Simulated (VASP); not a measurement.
A run of VASP 6.6.1 is set up as follows.

INCAR

```
ALGO     = Normal         # electronic algorithm
DIPOL    = 0.5 0.5 0.500
EDIFF    = 1E-6           # SCF threshold, eV
ENCUT    = 520            # plane-wave cutoff, eV
GGA      = PS             # functional
GGA_COMPAT= F            
IDIPOL   = 3            
ISIF     = 2              # what is computed and relaxed
ISMEAR   = 0              # smearing method
LASPH    = T              # aspherical terms in the spheres
LCHARG   = T              # write CHGCAR
LDIPOL   = T            
LMAXMIX  = 4              # l up to which the mixer works
LORBIT   = 11             # projections on sites
LORBMOM  = T            
LREAL    = F              # projectors in reciprocal space
LSORBIT  = T              # spin-orbit coupling
LVACPOTAV= T            
LVHAR    = T            
LWAVE    = F              # write WAVECAR
MAGMOM   = 0 0 1.8 0 0 1.8 # initial moments
NBANDS   = 30             # bands
NELM     = 200            # most SCF steps
NELMDL   = -8           
PREC     = Accurate       # precision mode
SIGMA    = 0.1            # smearing width, eV
```

The input KPOINTS:

```
k-points
0
Gamma
  15 15 1
```

Contents of POSCAR:

```
Co
1.0
    2.4564188984      0.0000000000      0.0000000000
   -1.2282094492      2.1273211683      0.0000000000
    0.0000000000      0.0000000000     16.9847900577
Co
2
Direct
    0.3333333333      0.6666666667      0.4415715457
    0.6666666667      0.3333333333      0.5584284543
```

Potentials or basis: VASP PAW PBE potentials, release 64 (Co).

The run is started by

```sh
$ cat potpaw_PBE.64/Co/POTCAR > POTCAR
$ mpirun -np 1 vasp_ncl > vasp.out
```

Task: Estimate the net moment.

Result: 3.40 μB per cell.

Task: What does it give for the largest force?

Result: 0.727 eV/Å.

Forces on the atoms (eV/Å):
```
Co   0.000  0.000  0.727
Co   0.000  0.000 -0.727
```

Caveat: the PAW data sets were made with another functional, which shifts forces and pressure a little.
